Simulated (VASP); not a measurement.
A run of VASP 6.6.1 is set up as follows.

INCAR

```
SYSTEM = CsI
PREC = Accurate
ENCUT = 400
EDIFF = 1E-8
ISMEAR = -1
SIGMA = 0.01
LREAL = .False.
LASPH = .True.
NELM = 120
ALGO = Normal
ISIF = 2
LWAVE = .False.
LCHARG = .False.
LEFG = .True.
NBANDS = 15
GGA_COMPAT = .False.
```

The input KPOINTS:

```
Automatic mesh
0
Gamma
  7 7 7
  0 0 0
```

The input POSCAR:

```
CsI
1.0
    4.5049802719      0.0000000000      0.0000000000
    0.0000000000      4.5049802719      0.0000000000
    0.0000000000      0.0000000000      4.5049802719
Cs I
1 1
Direct
    0.0000000000      0.0000000000      0.0000000000
    0.5000000000      0.5000000000      0.5000000000
```

Potentials or basis: VASP PAW LDA potentials, release 64 (Cs_sv, I).

The run is started by

```console
$ cat potpaw_LDA.64/Cs_sv/POTCAR potpaw_LDA.64/I/POTCAR > POTCAR
$ mpirun -np 1 vasp_std > vasp.out
```

Q: Estimate the pressure.

A: -0.9 GPa.

Q: Estimate the band gap on the k mesh.

A: 3.71 eV, indirect (least direct gap 3.76 eV).

Caveat: without QUAD_EFG the Cq values of the log hold for a quadrupole moment of 1 mb, not for the nuclei; spin-orbit coupling is left out, which moves the levels of the heavy elements. A k mesh can miss the band edges.
